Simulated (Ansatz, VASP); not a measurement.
## TiAl2 in VASP and in Ansatz

The input INCAR:

```
PREC = Accurate
ENCUT = 520
EDIFF = 1E-6
ISMEAR = 0
SIGMA = 0.15
LREAL = False
LASPH = True
NELM = 80
ALGO = Fast
ISIF = 2
LWAVE = False
LCHARG = True
GGA = CA
LELF = True
LVHAR = True
NBANDS = 27
```

KPOINTS

```
regular mesh
0
Gamma
  12 12 12
```

File POSCAR:

```
TiAl2
1.0
    1.9664400739     -6.0804439643      0.0000000000
    1.9664400739      6.0804439643      0.0000000000
    0.0000000000      0.0000000000      3.7936098923
Ti Al
2 4
Direct
    0.6560576955      0.3439423045      0.0000000000
    0.3439423045      0.6560576955      0.0000000000
    0.0000000000      0.0000000000      0.0000000000
    0.8269820961      0.1730179039      0.5000000000
    0.1730179039      0.8269820961      0.5000000000
    0.5000000000      0.5000000000      0.5000000000
```

Input for Ansatz:

```yaml
crystal:
  lattice:
    - [1.9664400739, -6.0804439643, 0.0]
    - [1.9664400739, 6.0804439643, 0.0]
    - [0.0, 0.0, 3.7936098923]
  atoms:
    - { symbol: Ti, position: [0.6560576955, 0.3439423045, 0.0] }
    - { symbol: Ti, position: [0.3439423045, 0.6560576955, 0.0] }
    - { symbol: Al, position: [0.0, 0.0, 0.0] }
    - { symbol: Al, position: [0.8269820961, 0.1730179039, 0.5] }
    - { symbol: Al, position: [0.1730179039, 0.8269820961, 0.5] }
    - { symbol: Al, position: [0.5, 0.5, 0.5] }
basis:
  ecutwfc: 520.0
kpoints:
  mp_grid: { grid: [12, 12, 12] }
hamiltonian:
  xc: lda
  pseudopotentials: { kind: paw, azcp: { folder: soft_1 } }
scf:
  occupations: { method: gaussian, width: 0.15 }
output:
  forces: true
  stress: true
  eigenvalues: true
```

Change from the starting cell: volume 15.120 Å^3 an atom, stretch along c over the lengths across it, relative to the relaxed cell 0.9480.

Alike in both runs: task single point; functional LDA; k mesh 12 × 12 × 12; occupations gaussian, width 0.15 eV; no spin polarisation.

|  | VASP | Ansatz |
| --- | --- | --- |
| version | VASP 6.6.1 | Ansatz 0.2.0 |
| potentials or method | VASP PAW LDA potentials, release 64 (Ti_sv, Al), cutoff 520 eV | scalar-relativistic, plane waves, PAW |
| valence electrons in the cell | 36 | 36 |

|  | VASP | Ansatz | Ansatz less VASP |
| --- | --- | --- | --- |
| gap on the k mesh at the Fermi level (eV) | none | none | - |
| pressure (GPa) | 0.2 | 0.0 | -0.21 |
| traceless stress, the component that is largest in VASP (GPa) | 4.56 | 4.56 | +0.005 |
| rms of the force components (eV/Å) | 0.041 | 0.043 | +0.0013 |

Ansatz warns that its potentials were made for another functional, while VASP's fit it. LDA's correlation is that of Perdew and Zunger in VASP and of Perdew and Wang (1992) in Ansatz. Atom by atom the forces differ by 0.002 eV/Å (rms over components). A gap of «none» marks a metal or a gap that the smearing closes.
